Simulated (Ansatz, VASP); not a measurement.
# One calculation of LaAs, two programs

```
CELL_PARAMETERS angstrom
0.00000 3.06250 3.12375
3.06250 0.00000 3.12375
3.06250 3.06250 0.00000
ATOMIC_POSITIONS crystal
La 0.00000 0.00000 0.00000
As 0.50000 0.50000 0.50000
```

Change from the starting cell: zz strain of +2 %.

Alike in both runs: task single point; functional PBEsol; k mesh 12 × 12 × 12; occupations fermi-dirac, width 0.05 eV; no spin polarisation.

```csv
,VASP,Ansatz
version,VASP 6.6.1,Ansatz 0.2.0
potentials or method,"VASP PAW PBE potentials, release 64 (La, As), cutoff 520 eV","all-electron LAPW, scalar-relativistic"
```

|  | VASP | Ansatz | Ansatz less VASP |
| --- | --- | --- | --- |
| pressure (GPa) | -1.7 | -1.7 | 0.00 |
| traceless stress, the component that is largest in VASP (GPa) | -1.65 | -1.64 | +0.008 |

VASP's potentials were made for PBE, not for PBEsol. Ansatz ran all-electron here, and VASP with PAW potentials.

Spin-orbit coupling is off throughout.
